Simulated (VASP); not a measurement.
A run of VASP 6.6.1 is set up as follows.

The input INCAR:

```
ALGO = Normal
EDIFF = 1E-6
ENCUT = 520
GGA = PS
ISIF = 2
ISMEAR = 0
LASPH = T
LCHARG = F
LREAL = Auto
LWAVE = F
NBANDS = 68
NELM = 80
PREC = Accurate
SIGMA = 0.05
```

The input KPOINTS:

```
k-points
0
Gamma
  1 1 10
```

The input POSCAR:

```
HfO2
1.0
   15.7000000000      0.0000000000      0.0000000000
    0.0000000000     16.0000000000      0.0000000000
    0.0000000000      0.0000000000      3.0279728293
Hf O
5 10
Direct
    0.5000000000      0.5000000000      0.0000000000
    0.4473923319      0.2974431688      0.5000000000
    0.3536864574      0.6556951554      0.5000000000
    0.6463135426      0.3443048446      0.5000000000
    0.5526076681      0.7025568312      0.5000000000
    0.5747007576      0.4479012942      0.5000000000
    0.3996695094      0.2356936657      0.0000000000
    0.2771801357      0.6483491303      0.0000000000
    0.5629345202      0.2903948061      0.0000000000
    0.5706354001      0.6065222747      0.0000000000
    0.4293645999      0.3934777253      0.0000000000
    0.4370654798      0.7096051939      0.0000000000
    0.7228198643      0.3516508697      0.0000000000
    0.6003304906      0.7643063343      0.0000000000
    0.4252992424      0.5520987058      0.5000000000
```

Potentials or basis: VASP PAW PBE potentials, release 64 (Hf_pv, O).

Run with:

```bash
$ cat potpaw_PBE.64/Hf_pv/POTCAR potpaw_PBE.64/O/POTCAR > POTCAR
$ mpirun -np 1 vasp_std > vasp.out
```

Predict the band gap on the k mesh.

2.62 eV, indirect (least direct gap 3.10 eV).

Predict the largest force.

0.180 eV/Å.

Forces in eV/Å, atoms in the order of the input:
```
Hf   0.000  0.000  0.000
Hf  -0.073  0.043  0.000
Hf   0.029 -0.006  0.000
Hf  -0.029  0.006  0.000
Hf   0.073 -0.043  0.000
O   -0.088 -0.007  0.000
O    0.129  0.127  0.000
O    0.159  0.006  0.000
O    0.029  0.118  0.000
O   -0.127  0.044  0.000
O    0.127 -0.044  0.000
O   -0.029 -0.118  0.000
O   -0.159 -0.006  0.000
O   -0.129 -0.127  0.000
O    0.088  0.007  0.000
```

Caveat: the PAW data sets were made with another functional, which shifts forces and pressure a little; spin-orbit coupling is left out, which moves the levels of the heavy elements.
